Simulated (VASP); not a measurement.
**C: single point with r2SCAN**

The system is C.

```
C
1.0
     2.50984    0.00000    0.00000
    -1.25492    2.17358    0.00000
     0.00000    0.00000    8.69434
C
8
Direct
  0.00000 0.00000 0.09293
  0.00000 0.00000 0.59293
  0.00000 0.00000 0.40707
  0.00000 0.00000 0.90707
  0.33333 0.66667 0.15550
  0.66667 0.33333 0.65550
  0.33333 0.66667 0.34450
  0.66667 0.33333 0.84450
```

This cell differs from its parent crystal: strain +0.000 along x and y, +0.050 along z.

- Program: VASP 6.6.1
- Task: single point
- Functional: r2SCAN
- Potentials or basis: VASP PAW PBE potentials, release 64 (C)
- Cutoff: 520 eV
- k mesh: 12 × 12 × 4
- Occupations: gaussian, width 0.05 eV
- Spin: no spin polarisation
- Dipole correction: no
- Further INCAR settings: ALGO = Normal; EDIFF = 1e-06; NBANDS = 26

```json
{
 "Pressure": "-18.0 GPa",
 "Largest force": "0.224 eV/Å",
 "Band gap on the k mesh": "4.33 eV, direct"
}
```

Forces in eV/Å, atoms in the order of the input:
```
C    0.000  0.000  0.224
C    0.000  0.000  0.224
C    0.000  0.000 -0.224
C    0.000  0.000 -0.224
C    0.000  0.000 -0.192
C    0.000  0.000 -0.192
C    0.000  0.000  0.192
C    0.000  0.000  0.192
```

Stress tensor (GPa, compression positive):
```
 -0.25   0.00   0.00
  0.00  -0.25   0.00
  0.00   0.00 -53.38
```

Levels at points of the mesh, in eV from the valence-band top:
```tsv
k point	band 13	band 14	band 15	band 16	band 17	band 18	band 19	band 20
(0.00, 0.00, 0.00)	-1.47	-0.28	0.00	0.00	4.33	5.97	5.97	7.63
(0.50, 0.00, 0.00)	-4.95	-4.86	-3.78	-3.22	5.00	5.40	5.82	6.60
(0.00, 0.00, 0.50)	-0.53	-0.53	-0.53	-0.53	6.49	6.49	6.63	6.63
(0.50, 0.00, 0.50)	-4.80	-4.80	-3.79	-3.79	5.67	5.67	6.55	6.55
```

It took 5.5 min on 1 thread of AMD EPYC 7R13 Processor (Zen 3), on a shared host, peak memory 0.16 GiB.

Caveat: the cell differs from its parent crystal (strain +0.000 along x and y, +0.050 along z); the PAW data sets were made with another functional, which shifts forces and pressure a little. A k mesh can miss the band edges.
